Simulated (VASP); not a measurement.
CO2, 12 atoms in the cell. The structure is monoclinic, space group P2_1/c (No. 14). The conventional cell has a = 6.075 Å, b = 6.058 Å, c = 6.075 Å, α = 90.00°, β = 98.58°, γ = 90.00°. C (site symmetry -1) has 2 O at 1.11 Å within 1.5 Å. C (site symmetry -1) has 2 O at 1.23 Å within 1.6 Å. O (site symmetry 1) has 1 C at 1.11 Å within 1.5 Å. Within 1.6 Å of O (site symmetry 1) lie 1 C at 1.23 Å.  This cell differs from its parent crystal: engineering shear strain xz -0.1500, normal strain along z +0.0000.

| Item | Value |
| --- | --- |
| Program | VASP 6.6.1 |
| Task | single point |
| Functional | PBE |
| Potentials or basis | VASP PAW PBE potentials, release 64 (C, O) |
| Cutoff | 520 eV |
| k mesh | 4 × 4 × 4 |
| Occupations | gaussian, width 0.05 eV |
| Spin | no spin polarisation |
| Dipole correction | no |
| Further INCAR settings | ALGO = Normal; EDIFF = 1e-07; NBANDS = 44 |

Potentials or basis: VASP PAW PBE potentials, release 64 (C, O).

Launch:

```bash
$ cat potpaw_PBE.64/C/POTCAR potpaw_PBE.64/O/POTCAR > POTCAR
$ mpirun -np 1 vasp_std > vasp.out
```

Hardware: 1 thread of Intel(R) Xeon(R) Platinum 8488C (Sapphire Rapids) (shared host).

Problem. How long does it take, and how much memory?

Solution. Run time: 3 min on 1 thread of Intel(R) Xeon(R) Platinum 8488C (Sapphire Rapids) (shared host), peak memory 0.43 GiB. Counts: scf iterations 14, k points 30.
